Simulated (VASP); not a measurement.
# C (Fd-3m) in VASP: notebook

Runs on C. Level: LDA. Tasks: relaxation of cell and atoms, single point.

Everything below comes from runs of VASP 6.6.1. Logs are shortened: lines on timing, memory, paths and dates and some standing lists are left out, and cuts for length are marked.

### 1 The cell of the first run

It takes space group Fd-3m (No. 227, cubic). Conventional cell: a = 3.532 Å, b = 3.532 Å, c = 3.532 Å, α = 90.00°, β = 90.00°, γ = 90.00°. Within 2.0 Å of C (site symmetry -43m) lie 4 C at 1.53 Å.

### 2 Relaxation of cell and atoms, LDA

INCAR

```
PREC = Accurate
ENCUT = 600
EDIFF = 1E-7
ISMEAR = 0
SIGMA = 0.02
LREAL = False
LASPH = True
NELM = 120
ALGO = Normal
ISIF = 3
LWAVE = False
LCHARG = False
IBRION = 2
NSW = 100
EDIFFG = -0.005
GGA_COMPAT = False
NELMIN = 4
```

KPOINTS

```
Automatic mesh
0
Gamma
  12 12 12
```

POSCAR

```
C
1.0
    0.0000000000      1.7660493893      1.7660493893
    1.7660493893      0.0000000000      1.7660493893
    1.7660493893      1.7660493893      0.0000000000
C
2
Direct
    0.5000000000      0.5000000000      0.5000000000
    0.7500000000      0.7500000000      0.7500000000
```

Potentials or basis: VASP PAW LDA potentials, release 64 (C).

Started as:

```bash
cat potpaw_LDA.64/C/POTCAR > POTCAR
mpirun -np 1 vasp_std > vasp.out
```

OUTCAR:

```text
PREC = Accurate
   ENCUT = 600
   EDIFF = 1E-7
   ISMEAR = 0
   LREAL = False
   LASPH = True
   NELM = 120
   ISIF = 3
   IBRION = 2
   NSW = 100
   EDIFFG = -0.005
   NELMIN = 4

 ion  position               nearest neighbor table
   1  0.500  0.500  0.500-   2 1.53   2 1.53   2 1.53   2 1.53
   2  0.750  0.750  0.750-   1 1.53   1 1.53   1 1.53   1 1.53

  LATTYP: Found a face centered cubic cell.
 ALAT       =     3.5320987786

  Lattice vectors:

 A1 = (   0.0000000000,   1.7660493893,   1.7660493893)
 A2 = (   1.7660493893,   0.0000000000,   1.7660493893)
 A3 = (   1.7660493893,   1.7660493893,   0.0000000000)

Analysis of symmetry for initial positions (statically):
=====================================================================
 Subroutine PRICEL returns:
 Original cell was already a primitive cell.

 Routine SETGRP: Setting up the symmetry group for a
 face centered cubic supercell.

 Subroutine GETGRP returns: Found 48 space group operations
 (whereof 24 operations were pure point group operations)
 out of a pool of 48 trial point group operations.

The static configuration has the point symmetry T_d .
 The point group associated with its full space group is O_h .

Analysis of symmetry for dynamics (positions and initial velocities):
=====================================================================
 Subroutine PRICEL returns:
 Original cell was already a primitive cell.

 Routine SETGRP: Setting up the symmetry group for a
 face centered cubic supercell.

 Subroutine GETGRP returns: Found 48 space group operations
 (whereof 24 operations were pure point group operations)
 out of a pool of 48 trial point group operations.

The dynamic configuration has the point symmetry T_d .
 The point group associated with its full space group is O_h .

 Subroutine INISYM returns: Found 48 space group operations
 (whereof 24 operations are pure point group operations),
 and found     1 'primitive' translations

----------------------------------------------------------------------------------------

                                     Primitive cell

  volume of cell :      11.0164

  direct lattice vectors                    reciprocal lattice vectors
     0.000000000  1.766049389  1.766049389    -0.283117790  0.283117790  0.283117790
     1.766049389  0.000000000  1.766049389     0.283117790 -0.283117790  0.283117790
     1.766049389  1.766049389  0.000000000     0.283117790  0.283117790 -0.283117790

  length of vectors
     2.497570998  2.497570998  2.497570998     0.490374397  0.490374397  0.490374397

  position of ions in fractional coordinates (direct lattice)
     0.500000000  0.500000000  0.500000000
     0.750000000  0.750000000  0.750000000

  ion indices of the primitive-cell ions
   primitive index   ion index
                 1           1
                 2           2

----------------------------------------------------------------------------------------

 KPOINTS: Automatic mesh

Automatic generation of k-mesh.
 Grid dimensions read from file:
 generate k-points for:   12   12   12

 Generating k-lattice:

  Cartesian coordinates                     Fractional coordinates (reciprocal lattice)
    -0.023593149  0.023593149  0.023593149     0.083333333  0.000000000  0.000000000
     0.023593149 -0.023593149  0.023593149     0.000000000  0.083333333  0.000000000
     0.023593149  0.023593149 -0.023593149     0.000000000  0.000000000  0.083333333

  Length of vectors
     0.040864533  0.040864533  0.040864533

  Shift w.r.t. Gamma in fractional coordinates (k-lattice)
     0.000000000  0.000000000  0.000000000

 Subroutine IBZKPT returns following result:
 ===========================================

 Found     72 irreducible k-points:

 Following reciprocal coordinates:
            Coordinates               Weight
  0.000000  0.000000  0.000000      1.000000
  0.083333  0.000000  0.000000      8.000000
  0.166667  0.000000  0.000000      8.000000
  0.250000  0.000000  0.000000      8.000000
  0.333333  0.000000  0.000000      8.000000
  0.416667  0.000000  0.000000      8.000000
[... 16 lines left out ...]
  0.500000  0.166667  0.000000     24.000000
 -0.416667  0.166667  0.000000     24.000000
 [... further k-points ...]
   k-points           NKPTS =     72   k-points in BZ     NKDIM =     72   number of bands    NBANDS=      8
   number of dos      NEDOS =    301   number of ions     NIONS =      2
   total plane-waves  NPLWV =   8000
   dimension x,y,z NGX =    20 NGY =   20 NGZ =   20
   dimension x,y,z NGXF=    40 NGYF=   40 NGZF=   40
   ions per type =               2
   NGX,Y,Z   is equivalent  to a cutoff of  13.31, 13.31, 13.31 a.u.
   NGXF,Y,Z  is equivalent  to a cutoff of  26.63, 26.63, 26.63 a.u.
 SYSTEM =  unknown system
   PREC   = accura    normal or accurate (medium, high low for compatibility)
   ISTART =      0    job   : 0-new  1-cont  2-samecut
   ICHARG =      2    charge: 1-file 2-atom 10-const
   ISPIN  =      1    spin polarized calculation?
   LNONCOLLINEAR =      F non collinear calculations
   LSORBIT =      F    spin-orbit coupling
   LASPH  =      T    aspherical Exc in radial PAW
   ENCUT  =  600.0 eV  44.10 Ry    6.64 a.u.   4.99  4.99  4.99*2*pi/ulx,y,z
   NELM   =    120;   NELMIN=  4; NELMDL= -5     # of ELM steps
   EDIFF  = 0.1E-06   stopping-criterion for ELM
   LREAL  =      F    real-space projection
   EDIFFG = -.5E-02   stopping-criterion for IOM
   NSW    =    100    number of steps for IOM
   IBRION =      2    ionic relax: 0-MD 1-quasi-New 2-CG
   NFREE  =      1    steps in history (QN), initial steepest desc. (CG)
   ISIF   =      3    stress and relaxation
   ISYM   =      2    0-nonsym 1-usesym 2-fastsym
   POTIM  = 0.5000    time-step for ionic-motion
   TEBEG  =    0.0;   TEEND  =   0.0 temperature during run
   PSTRESS=    0.0 pullay stress
   NELECT =       8.0000    total number of electrons
   NUPDOWN=      -1.0000    fix difference up-down
   EMIN   =  10.00;   EMAX   =-10.00  energy-range for DOS
   EFERMI =   0.00;   METHOD = LEGACY
   ISMEAR =     0;   SIGMA  =   0.02  broadening in eV -4-tet -1-fermi 0-gaus
   EFERMI_NEDOS =   21; number of points for ismear=-14 and -15
   IALGO  =     38    algorithm
   IMIX   =      4    mixing-type and parameters
     AMIX     =   0.40;   BMIX     =  1.00
     AMIX_MAG =   1.60;   BMIX_MAG =  1.00
  volume/ion in A,a.u.               =       5.51        37.17
  Fermi-wavevector in a.u.,A,eV,Ry     =   1.471495  2.780721 29.460642  2.165296
  Thomas-Fermi vector in A             =   2.586624
   LORBIT       =      0    0 simple, 1 ext, 2 COOP (PROOUT), +10 PAW based schemes
   GGA     = CA    functional components
   LHFCALC =     F    Hartree Fock is set to
   AEXX    =    0.0000 exact exchange contribution
   IVDW    =     0    specifies the selected vdW correction
   LEPSILON=     F    determine dielectric tensor
   LRPA    =     F    only Hartree local field effects (RPA)
 conjugate gradient relaxation of ions
 non-spin polarized calculation
 Gauss-broadening in eV      SIGMA  =   0.02
  energy-cutoff  :      600.00
  volume of cell :       11.02
 maximum number of plane-waves:       380
   NGX =  9   NGY =  9   NGZ =  9

--------------------------------------- Ionic step        1  -------------------------------------------

 number of electron       7.9999998 magnetization

 Free energy of the ion-electron system (eV)
  ---------------------------------------------------
  ext. energy  EPLUGINS =         0.00000000
  ---------------------------------------------------
  free energy    TOTEN  =       -20.25208817 eV

  energy without entropy =      -20.25208817  energy(sigma->0) =      -20.25208817

------------------------ aborting loop because EDIFF is reached ----------------------------------------

  FORCE on cell =-STRESS in cart. coord.  units (eV):
  Direction    XX          YY          ZZ          XY          YZ          ZX
  --------------------------------------------------------------------------------------
  -------------------------------------------------------------------------------------
  Total        0.0474557      0.0474557      0.0474557      0.0000000     -0.0000000     -0.0000000
  in kB        6.9017626      6.9017626      6.9017626      0.0000000     -0.0000000     -0.0000000
  external PRESSURE =       6.9017626 kB  Pullay stress =       0.0000000 kB

 VOLUME and BASIS-vectors are now :
 -----------------------------------------------------------------------------
  energy-cutoff  :      600.00
  volume of cell :       11.02
      direct lattice vectors                 reciprocal lattice vectors
     0.000000000  1.766049389  1.766049389    -0.283117790  0.283117790  0.283117790
     1.766049389  0.000000000  1.766049389     0.283117790 -0.283117790  0.283117790
     1.766049389  1.766049389  0.000000000     0.283117790  0.283117790 -0.283117790
[... 37 lines left out ...]
 POSITION                                       TOTAL-FORCE (eV/Angst)
 -----------------------------------------------------------------------------------
      1.76807      1.76807      1.76807        -0.000000     -0.000000     -0.000000
      2.65211      2.65211      2.65211         0.000000      0.000000      0.000000
 -----------------------------------------------------------------------------------
    total drift:                                0.000000     -0.000000      0.000000

  FREE ENERGIE OF THE ION-ELECTRON SYSTEM (eV)
  ---------------------------------------------------
  free  energy   TOTEN  =       -20.2520625736 eV

  energy  without entropy=      -20.2520625736  energy(sigma->0) =      -20.25206257

--------------------------------------- Ionic step        3  -------------------------------------------

 number of electron       7.9999998 magnetization

 Free energy of the ion-electron system (eV)
  ---------------------------------------------------
  ext. energy  EPLUGINS =         0.00000000
  ---------------------------------------------------
  free energy    TOTEN  =       -20.25212337 eV

  energy without entropy =      -20.25212337  energy(sigma->0) =      -20.25212337

 E-fermi :  10.2343     XC(G=0): -13.6345

 val. band max:       10.1328221043   @ k =   0.0000   0.0000   0.0000
 cond. band min:      14.3257601439   @ k =   0.3333   0.3333   0.0000
 fundamental gap:      4.1929380395
 Fermi energy:        10.2342508039

 k-point     1 :       0.0000    0.0000    0.0000
  band No.  band energies     occupation
      1     -11.5589      2.00000
      2      10.1328      2.00000
      3      10.1328      2.00000
      4      10.1328      2.00000
      5      15.7540      0.00000
      6      15.7540      0.00000
      7      15.7540      0.00000
      8      24.3289      0.00000

 k-point     2 :       0.0833    0.0000    0.0000
  band No.  band energies     occupation
      1     -11.3632      2.00000
      2       8.8931      2.00000
      3       9.8010      2.00000
      4       9.8010      2.00000
      5      16.1877      0.00000
      6      16.1877      0.00000
      7      16.5049      0.00000
      8      24.4384      0.00000
[... 221 lines left out ...]
 k-point    23 :       0.5000    0.1667    0.0000
  band No.  band energies     occupation
      1      -5.6472      2.00000
      2      -2.0730      2.00000
      3       5.0881      2.00000
      4       6.0685      2.00000
      5      17.2763      0.00000
      6      20.9575      0.00000
      7      21.7725      0.00000
      8      24.5272      0.00000

 k-point    24 :      -0.4167    0.1667    0.0000
  band No.  band energies     occupation
      1      -5.1746      2.00000
      2      -2.6335      2.00000
      3       4.5852      2.00000
      4       6.4586      2.00000
      5      17.7220      0.00000
      6      20.4589      0.00000
      7      21.7555      0.00000
      8      25.7089      0.00000

 [... further k-points ...]
[... 5 lines left out ...]
  --------------------------------------------------------------------------------------
  -------------------------------------------------------------------------------------
  Total        0.0001198      0.0001198      0.0001198      0.0000000      0.0000000      0.0000000
  in kB        0.0173983      0.0173983      0.0173983      0.0000000      0.0000000      0.0000000
  external PRESSURE =       0.0173983 kB  Pullay stress =       0.0000000 kB

 VOLUME and BASIS-vectors are now :
 -----------------------------------------------------------------------------
  energy-cutoff  :      600.00
  volume of cell :       11.03
      direct lattice vectors                 reciprocal lattice vectors
     0.000000000  1.766922743  1.766922743    -0.282977851  0.282977851  0.282977851
     1.766922743  0.000000000  1.766922743     0.282977851 -0.282977851  0.282977851
     1.766922743  1.766922743  0.000000000     0.282977851  0.282977851 -0.282977851

 POSITION                                       TOTAL-FORCE (eV/Angst)
 -----------------------------------------------------------------------------------
      1.76692      1.76692      1.76692         0.000000      0.000000      0.000000
      2.65038      2.65038      2.65038        -0.000000     -0.000000     -0.000000
 -----------------------------------------------------------------------------------
    total drift:                                0.000000     -0.000000      0.000000

  FREE ENERGIE OF THE ION-ELECTRON SYSTEM (eV)
  ---------------------------------------------------
  free  energy   TOTEN  =       -20.2521233727 eV

  energy  without entropy=      -20.2521233727  energy(sigma->0) =      -20.25212337

 reached required accuracy - stopping structural energy minimisation
```

It took 7.5 s on 1 thread of AMD EPYC 7R13 (Zen 3), shared host; peak memory 0.08 GiB.

What came out:

```yaml
Free_energy: -20.2521 eV
Relaxed_volume: 5.52 Å³/atom
Relaxed_cell: a = 2.499 Å, b = 2.499 Å, c = 2.499 Å, α = 60.00°, β = 60.00°, γ = 60.00°
Space_group_after_relaxing_to_0.1_Å: Fd-3m (No. 227)
Energy_gained_by_relaxing: 0.0 meV/atom
Ionic_steps: 3
Pressure_after_relaxing: 0.0 GPa
Band_gap_on_the_k_mesh: 4.19 eV (least direct gap 5.62 eV)
```

Final structure:
```
C
1.0
     0.00000    1.76692    1.76692
     1.76692    0.00000    1.76692
     1.76692    1.76692    0.00000
C
2
Direct
  0.50000 0.50000 0.50000
  0.75000 0.75000 0.75000
```

Levels at points of the mesh, in eV from the valence-band top:
```
           k point  band 1  band 2  band 3  band 4  band 5  band 6  band 7  band 8
(0.00, 0.00, 0.00)  -21.69    0.00    0.00    0.00    5.62    5.62    5.62   14.20
(0.50, 0.00, 0.00)  -15.69  -13.67   -2.86   -2.86    8.50    8.50    9.40   15.66
(0.50, 0.50, 0.00)  -12.81  -12.81   -6.46   -6.46    4.77    4.77   17.05   17.05
```

### 3 Relaxation of cell and atoms, LDA, target pressure 7 GPa, at which the enthalpy is minimised

INCAR

```
  PREC = Accurate
  ENCUT = 600
  EDIFF = 1E-7
  ISMEAR = 0
  SIGMA = 0.01
  LREAL = False
  LASPH = True
  NELM = 120
  ALGO = Normal
  ISIF = 3
  LWAVE = False
  LCHARG = False
  GGA = CA
  IBRION = 2
  NSW = 80
  EDIFFG = -0.001
  PSTRESS = 70.0
  GGA_COMPAT = False
  NELMIN = 4
```

KPOINTS is that of step 2.

POSCAR

```
C
1.0
    0.0000000000      1.7658687228      1.7658687228
    1.7658687228      0.0000000000      1.7658687228
    1.7658687228      1.7658687228      0.0000000000
C
2
Direct
    0.5000000000      0.5000000000      0.5000000000
    0.7500000000      0.7500000000      0.7500000000
```

Potentials or basis: VASP PAW LDA potentials, release 64 (C).

Started as:

```bash
cat potpaw_LDA.64/C/POTCAR > POTCAR
mpirun -np 1 vasp_std > vasp.out
```

Run time: 8.6 s. Hardware: 1 thread of AMD EPYC 7R13 (Zen 3), shared host; peak memory 0.08 GiB.

Results (log left out):

```yaml
Free_energy: -20.2487 eV
Relaxed_volume: 5.44 Å³/atom
Relaxed_cell: a = 2.487 Å, b = 2.487 Å, c = 2.487 Å, α = 60.00°, β = 60.00°, γ = 60.00°
Space_group_after_relaxing_to_0.1_Å: Fd-3m (No. 227)
Energy_change_on_relaxing_the_run_minimises_the_enthalpy: +1.7 meV/atom
Ionic_steps: 3
Pressure_after_relaxing: 7.0 GPa
Band_gap_on_the_k_mesh: 4.23 eV (least direct gap 5.66 eV)
```

Step by step:
```csv
step,energy change (eV),largest force (eV/Å),pressure (GPa),volume (Å³)
1,0.0000,0.0000,0.83,11.01
2,0.0173,0.0000,16.10,10.68
3,0.0034,0.0000,6.97,10.87
```

Final structure:
```yaml
crystal:
  lattice:
    - [0.00000, 1.75835, 1.75835]
    - [1.75835, 0.00000, 1.75835]
    - [1.75835, 1.75835, 0.00000]
  atoms:
    - { symbol: C, position: [0.50000, 0.50000, 0.50000] }
    - { symbol: C, position: [0.75000, 0.75000, 0.75000] }
```

Levels at points of the mesh, in eV from the valence-band top:
```tsv
k point	band 1	band 2	band 3	band 4	band 5	band 6	band 7	band 8
(0.00, 0.00, 0.00)	-21.89	0.00	0.00	0.00	5.66	5.66	5.66	14.54
(0.50, 0.00, 0.00)	-15.80	-13.84	-2.90	-2.90	8.56	8.56	9.60	15.79
(0.50, 0.50, 0.00)	-12.91	-12.91	-6.55	-6.55	4.80	4.80	17.27	17.27
```

Caveat: the cell is relaxed towards a set pressure, so the run minimises the enthalpy, not the energy.

### 4 Single point, LDA

INCAR

```
PREC = Accurate
ENCUT = 520
EDIFF = 1E-6
ISMEAR = 0
SIGMA = 0.01
LREAL = F
LASPH = T
NELM = 100
ALGO = Normal
ISIF = 2
LWAVE = F
LCHARG = F
NBANDS = 11
```

KPOINTS

```
regular mesh
0
Gamma
  12 12 12
```

POSCAR is that of step 3.

Started as:

```bash
cat potpaw_LDA.64/C/POTCAR > POTCAR
mpirun -np 1 vasp_std > vasp.out
```

It took 6.1 s on 1 thread of Intel Xeon 8259CL, shared host; peak memory 0.11 GiB.

It converged, with:

| Quantity | Value |
| --- | --- |
| Free energy | -20.2452 eV |
| Pressure | 1.6 GPa |
| Band gap on the k mesh | 4.20 eV (least direct gap 5.63 eV) |

Levels at points of the mesh, in eV from the valence-band top:
| k point | band 1 | band 2 | band 3 | band 4 | band 5 | band 6 | band 7 | band 8 | band 9 |
| --- | --- | --- | --- | --- | --- | --- | --- | --- | --- |
| (0.00, 0.00, 0.00) | -21.72 | 0.00 | 0.00 | 0.00 | 5.63 | 5.63 | 5.63 | 14.24 | 19.40 |
| (0.50, 0.00, 0.00) | -15.70 | -13.69 | -2.87 | -2.87 | 8.51 | 8.51 | 9.42 | 15.67 | 21.96 |
| (0.50, 0.50, 0.00) | -12.82 | -12.82 | -6.47 | -6.47 | 4.77 | 4.77 | 17.08 | 17.08 | 23.49 |

(Part 1 of 2 ends here.)
